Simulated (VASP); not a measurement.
## SnTe3: single point with PBE

The system is SnTe3.

```xyz
4
Lattice="0.0000 3.8288 3.8288 3.8288 0.0000 3.8288 3.8288 3.8288 0.0000" Properties=species:S:1:pos:R:3 pbc="T T T"
Sn    0.0000    0.0000    0.0000
Te    1.9144    1.9144    1.9144
Te    5.7432    5.7432    5.7432
Te    3.8288    3.8288    3.8288
```

* Program: VASP 6.6.1
* Task: single point
* Functional: PBE
* Potentials or basis: VASP PAW PBE potentials, release 64 (Sn_d, Te)
* Cutoff: 520 eV
* k mesh: 4 × 4 × 4
* Occupations: fermi-dirac, width 0.05 eV
* Spin: no spin polarisation

* Pressure: 1.7 GPa
* Band gap on the k mesh: zero (band 16 reaches 8.45 eV, above the bottom of band 17 at 6.15 eV)

Levels at points of the mesh, in eV from the Fermi level:
| k point | band 13 | band 14 | band 15 | band 16 | band 17 | band 18 | band 19 | band 20 |
| --- | --- | --- | --- | --- | --- | --- | --- | --- |
| (0.00, 0.00, 0.00) | -3.45 | -3.45 | -3.45 | -1.95 | -1.95 | -1.95 | 2.96 | 2.96 |
| (0.50, 0.00, 0.00) | -3.58 | -2.08 | -1.99 | 0.34 | 0.34 | 1.30 | 1.76 | 1.76 |
| (0.50, 0.50, 0.00) | -0.94 | -0.64 | -0.64 | 0.02 | 0.12 | 0.12 | 2.12 | 3.31 |

It took 25 s on 1 thread of AMD EPYC 7R43 64-Core Processor (Zen 3) (shared host), peak memory 0.2 GiB.

Caveat: spin-orbit coupling is left out, which moves the levels of the heavy elements.
